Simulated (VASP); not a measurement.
# Ge (R-3m) in VASP: single point with PBE

Aim: the single point of Ge with PBE.

Everything below comes from runs of VASP 6.6.1. Logs are shortened: lines on timing, memory, paths and dates and some standing lists are left out, and cuts for length are marked.

## (1) The cell of the first run

The typed cell holds 6 atoms: a = 4.074 Å, b = 4.074 Å, c = 9.977 Å, α = 90.00°, β = 90.00°, γ = 120.00°.

## (2) Single point, PBE

INCAR reads:

```
SYSTEM = Ge
ALGO = Normal
EDIFF = 1E-6
ENCUT = 520
GGA = PE
ISIF = 2
ISMEAR = 0
LASPH = .True.
LCHARG = .True.
LELF = .True.
LREAL = .False.
LVHAR = .True.
LWAVE = .False.
NBANDS = 51
NELM = 80
PREC = Accurate
SIGMA = 0.1
```

KPOINTS reads:

```
k-points
0
Gamma
  12 12 6
  0 0 0
```

POSCAR reads:

```
Ge
1.0
    4.0743136136      0.0000000000      0.0000000000
   -2.0371568068      3.5284590924      0.0000000000
    0.0000000000      0.0000000000      9.9767756782
Ge
6
Direct
    0.0000000000      0.0000000000     -0.0000425042
    0.0000000000      0.0000000000      0.2500425042
    0.3333333333      0.6666666667      0.3332908292
    0.3333333333      0.6666666667      0.5833758375
    0.6666666667      0.3333333333      0.6666241625
    0.6666666667      0.3333333333      0.9167091708
```

Potentials or basis: VASP PAW PBE potentials, release 64 (Ge_d).

Launch:

```sh
$ cat potpaw_PBE.64/Ge_d/POTCAR > POTCAR
$ mpirun -np 1 vasp_std > vasp.out
```

OUTCAR:

```text
SYSTEM = Ge
   EDIFF = 1E-6
   ENCUT = 520
   GGA = PE
   ISIF = 2
   ISMEAR = 0
   LASPH = .True.
   LREAL = .False.
   NELM = 80
   PREC = Accurate

 ion  position               nearest neighbor table
   1  0.000  0.000  1.000-   6 2.49   6 2.49   6 2.49   2 2.50
   2  0.000  0.000  0.250-   3 2.49   3 2.49   3 2.49   1 2.50
   3  0.333  0.667  0.333-   2 2.49   2 2.49   2 2.49   4 2.50
   4  0.333  0.667  0.583-   5 2.49   5 2.49   5 2.49   3 2.50
   5  0.667  0.333  0.667-   4 2.49   4 2.49   4 2.49   6 2.50
   6  0.667  0.333  0.917-   1 2.49   1 2.49   1 2.49   5 2.50

  LATTYP: Found a hexagonal cell.
 ALAT       =     4.0743136136
 C/A-ratio  =     2.4487009652

  Lattice vectors:

 A1 = (   4.0743136136,   0.0000000000,   0.0000000000)
 A2 = (  -2.0371568068,   3.5284590924,   0.0000000000)
 A3 = (   0.0000000000,   0.0000000000,   9.9767756782)

Analysis of symmetry for initial positions (statically):
=====================================================================
 Subroutine PRICEL returns following result:

  LATTYP: Found a trigonal (rhomboedric) cell.
 ALAT       =     4.0734389936
 COS(alpha) =     0.4997852642

  Lattice vectors:

 A1 = (   2.0371568064,   1.1761530310,  -3.3255918914)
 A2 = (   0.0000000002,  -2.3523060617,  -3.3255918934)
 A3 = (  -2.0371568066,   1.1761530307,  -3.3255918934)

   3 primitive cells build up your supercell.

 Routine SETGRP: Setting up the symmetry group for a
 hexagonal supercell.

 Subroutine GETGRP returns: Found 12 space group operations
 (whereof  6 operations were pure point group operations)
 out of a pool of 24 trial point group operations.

The static configuration has the point symmetry C_3v.
 The point group associated with its full space group is D_3d.

Analysis of symmetry for dynamics (positions and initial velocities):
=====================================================================
 Subroutine PRICEL returns following result:

  LATTYP: Found a trigonal (rhomboedric) cell.
 ALAT       =     4.0734389936
 COS(alpha) =     0.4997852642

  Lattice vectors:

 A1 = (   2.0371568064,   1.1761530310,  -3.3255918914)
 A2 = (   0.0000000002,  -2.3523060617,  -3.3255918934)
 A3 = (  -2.0371568066,   1.1761530307,  -3.3255918934)

   3 primitive cells build up your supercell.

 Routine SETGRP: Setting up the symmetry group for a
[... 100 lines left out ...]
   ICHARG =      2    charge: 1-file 2-atom 10-const
   ISPIN  =      1    spin polarized calculation?
   LNONCOLLINEAR =      F non collinear calculations
   LSORBIT =      F    spin-orbit coupling
   LASPH  =      T    aspherical Exc in radial PAW
   ENCUT  =  520.0 eV  38.22 Ry    6.18 a.u.   7.58  7.58 18.55*2*pi/ulx,y,z
   NELM   =     80;   NELMIN=  2; NELMDL= -5     # of ELM steps
   EDIFF  = 0.1E-05   stopping-criterion for ELM
   LREAL  =      F    real-space projection
   EDIFFG = 0.1E-04   stopping-criterion for IOM
   NSW    =      0    number of steps for IOM
   IBRION =     -1    ionic relax: 0-MD 1-quasi-New 2-CG
   NFREE  =      0    steps in history (QN), initial steepest desc. (CG)
   ISIF   =      2    stress and relaxation
   ISYM   =      2    0-nonsym 1-usesym 2-fastsym
   POTIM  = 0.5000    time-step for ionic-motion
   TEBEG  =    0.0;   TEEND  =   0.0 temperature during run
   PSTRESS=    0.0 pullay stress
   NELECT =      84.0000    total number of electrons
   NUPDOWN=      -1.0000    fix difference up-down
   EMIN   =  10.00;   EMAX   =-10.00  energy-range for DOS
   EFERMI =   0.00;   METHOD = LEGACY
   ISMEAR =     0;   SIGMA  =   0.10  broadening in eV -4-tet -1-fermi 0-gaus
   EFERMI_NEDOS =   21; number of points for ismear=-14 and -15
   IALGO  =     38    algorithm
   IMIX   =      4    mixing-type and parameters
     AMIX     =   0.40;   BMIX     =  1.00
     AMIX_MAG =   1.60;   BMIX_MAG =  1.00
  volume/ion in A,a.u.               =      23.90       161.32
  Fermi-wavevector in a.u.,A,eV,Ry     =   1.369698  2.588353 25.525500  1.876071
  Thomas-Fermi vector in A             =   2.495550
   LORBIT       =      0    0 simple, 1 ext, 2 COOP (PROOUT), +10 PAW based schemes
   GGA     = PE    functional components
   LHFCALC =     F    Hartree Fock is set to
   AEXX    =    0.0000 exact exchange contribution
   IVDW    =     0    specifies the selected vdW correction
   LEPSILON=     F    determine dielectric tensor
   LRPA    =     F    only Hartree local field effects (RPA)
 non-spin polarized calculation
 Gauss-broadening in eV      SIGMA  =   0.10
  energy-cutoff  :      520.00
  volume of cell :      143.43
 maximum number of plane-waves:      3891
   NGX = 15   NGY = 15   NGZ = 37

 number of electron      83.9999934 magnetization

 Free energy of the ion-electron system (eV)
  ---------------------------------------------------
  ext. energy  EPLUGINS =         0.00000000
  ---------------------------------------------------
  free energy    TOTEN  =       -27.11029594 eV

  energy without entropy =      -27.10932322  energy(sigma->0) =      -27.10980958

 E-fermi :   4.4705     XC(G=0):  -9.6696

 val. band max:        4.4016034900   @ k =   0.0000   0.0000   0.1667
 cond. band min:       4.4741225488   @ k =   0.0000   0.0000   0.0000
 fundamental gap:      0.0725190588
 Fermi energy:         4.4704823341

 k-point     1 :       0.0000    0.0000    0.0000
  band No.  band energies     occupation
      1     -20.2887      2.00000
      2     -20.2887      2.00000
      3     -20.2887      2.00000
      4     -20.2887      2.00000
      5     -20.2697      2.00000
      6     -20.2695      2.00000
[... 1285 lines left out ...]
     50       8.4537      0.00000
     51       8.8356      0.00000

 [... further k-points ...]
[... 5 lines left out ...]
  --------------------------------------------------------------------------------------
  -------------------------------------------------------------------------------------
  Total       -0.0416954     -0.0416954     -0.0402693     -0.0000000      0.0000000      0.0000000
  in kB       -0.4657668     -0.4657668     -0.4498372     -0.0000000      0.0000000      0.0000000
  external PRESSURE =      -0.4604569 kB  Pullay stress =       0.0000000 kB

 VOLUME and BASIS-vectors are now :
 -----------------------------------------------------------------------------
  energy-cutoff  :      520.00
  volume of cell :      143.43
      direct lattice vectors                 reciprocal lattice vectors
     4.074313614  0.000000000  0.000000000     0.245440115  0.141704916  0.000000000
    -2.037156807  3.528459092  0.000000000     0.000000000  0.283409832  0.000000000
     0.000000000  0.000000000  9.976775678     0.000000000  0.000000000  0.100232784

 POSITION                                       TOTAL-FORCE (eV/Angst)
 -----------------------------------------------------------------------------------
      0.00000      0.00000      9.97635         0.000000      0.000000      0.003090
      0.00000      0.00000      2.49462        -0.000000      0.000000     -0.003090
     -0.00000      2.35231      3.32517         0.000000      0.000000      0.003090
     -0.00000      2.35231      5.82021        -0.000000     -0.000000     -0.003090
      2.03716      1.17615      6.65076         0.000000      0.000000      0.003090
      2.03716      1.17615      9.14580        -0.000000     -0.000000     -0.003090
 -----------------------------------------------------------------------------------
    total drift:                               -0.000000      0.000000      0.000000

  FREE ENERGIE OF THE ION-ELECTRON SYSTEM (eV)
  ---------------------------------------------------
  free  energy   TOTEN  =       -27.1102959360 eV

  energy  without entropy=      -27.1093232196  energy(sigma->0) =      -27.10980958
```

OSZICAR:

```text
N       E                     dE             d eps       ncg     rms          rms(c)
DAV:   1     0.920413024972E+03    0.92041E+03   -0.40289E+04 11642   0.447E+03
DAV:   2     0.148764079433E+03   -0.77165E+03   -0.75037E+03 10200   0.100E+03
DAV:   3    -0.142971423547E+02   -0.16306E+03   -0.15958E+03 10911   0.246E+02
DAV:   4    -0.269670725638E+02   -0.12670E+02   -0.12536E+02 11987   0.762E+01
DAV:   5    -0.273145333798E+02   -0.34746E+00   -0.34664E+00 11474   0.144E+01    0.519E+00
DAV:   6    -0.271802222171E+02    0.13431E+00   -0.14851E-01 12020   0.264E+00    0.305E+00
DAV:   7    -0.271038913517E+02    0.76331E-01   -0.12888E-01 11087   0.214E+00    0.230E-01
DAV:   8    -0.271087316868E+02   -0.48403E-02   -0.15496E-02 11618   0.935E-01    0.121E-01
DAV:   9    -0.271102088239E+02   -0.14771E-02   -0.13717E-03 12426   0.138E-01    0.227E-02
DAV:  10    -0.271102830513E+02   -0.74227E-04   -0.10027E-04 11953   0.723E-02    0.822E-03
DAV:  11    -0.271102952576E+02   -0.12206E-04   -0.23886E-05 11081   0.295E-02    0.274E-03
DAV:  12    -0.271102959360E+02   -0.67840E-06   -0.21755E-06  8325   0.180E-02
   1 F= -.27110296E+02 E0= -.27109810E+02  d E =-.972716E-03
```

stdout:

```text
POSCAR found type information on POSCAR Ge
 POSCAR found :  1 types and       6 ions
 scaLAPACK will be used
 LDA part: xc-table for (Slater+PW92), standard interpolation
 POSCAR, INCAR and KPOINTS ok, starting setup
 FFT: planning ... GRIDC
 FFT: planning ... GRID_SOFT
 FFT: planning ... GRID
 WAVECAR not read
 entering main loop
```

Run time: 7.7 min. Hardware: 1 thread of AMD EPYC 9R45 (Zen 5), shared host; peak memory 0.55 GiB.

Results:

```
Free energy   : -27.1103 eV
Pressure      : 0.0 GPa
Largest force : 0.003 eV/Å
```

Forces in eV/Å, atoms in the order of the input:
```
Ge   0.000  0.000  0.003
Ge   0.000  0.000 -0.003
Ge   0.000  0.000  0.003
Ge   0.000  0.000 -0.003
Ge   0.000  0.000  0.003
Ge   0.000  0.000 -0.003
```
